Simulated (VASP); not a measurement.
Crystal: TaSi2.

```xyz
9
Lattice="4.7800 0.0000 0.0000 -2.3900 4.1396 0.0000 0.0000 0.0000 6.5640" Properties=species:S:1:pos:R:3 pbc="T T T"
Ta    2.3900    0.0000    3.2820
Ta    1.1950    2.0698    5.4700
Ta   -1.1950    2.0698    1.0940
Si    0.0000    1.3797    3.2820
Si    3.5851    0.6899    5.4700
Si    1.1951    3.4497    1.0940
Si    2.3900    2.7599    3.2820
Si   -1.1951    3.4497    5.4700
Si    1.1949    0.6899    1.0940
```

```yaml
Program: VASP 6.6.1
Task: relaxation of cell and atoms
Functional: PBE
Potentials_or_basis: VASP PAW PBE potentials, release 64 (Ta_pv, Si)
Cutoff: 600 eV
k_mesh: 12 × 12 × 8
Occupations: methfessel-paxton, width 0.1 eV
Spin: no spin polarisation
```

At the start: pressure 3.7 GPa; volume 14.43 Å³/atom.

**Question.** Where does the relaxation end?

**Answer.** Over 7 steps the energy falls by 20.6 meV/atom and the volume is 14.66 Å³/atom (+1.6 %); space group P6_222 (No. 180, to 0.1 Å) before and after.

Step by step:
| step | energy change (eV) | largest force (eV/Å) | pressure (GPa) | volume (Å³) |
| --- | --- | --- | --- | --- |
| 1 | 0.0000 | 0.8145 | 3.68 | 129.88 |
| 2 | -0.0781 | 0.2757 | -5.54 | 136.20 |
| 3 | -0.1096 | 0.4564 | -2.55 | 133.94 |
| 4 | -0.1837 | 0.0443 | -0.28 | 132.17 |
| 5 | -0.1845 | 0.0083 | 0.00 | 131.98 |
| 6 | -0.1849 | 0.0074 | 0.06 | 131.99 |
| 7 | -0.1850 | 0.0020 | 0.05 | 131.98 |

Final structure:
```
Ta Si
1.0
     4.80683    0.00000    0.00000
    -2.40341    4.16284    0.00000
     0.00000    0.00000    6.59592
Ta Si
3 6
Direct
  0.50000 0.00000 0.50000
  0.50000 0.50000 0.83333
  0.00000 0.50000 0.16667
  0.15886 0.31773 0.50000
  0.84114 0.15886 0.83333
  0.68227 0.84114 0.16667
  0.84114 0.68227 0.50000
  0.15886 0.84114 0.83333
  0.31773 0.15886 0.16667
```
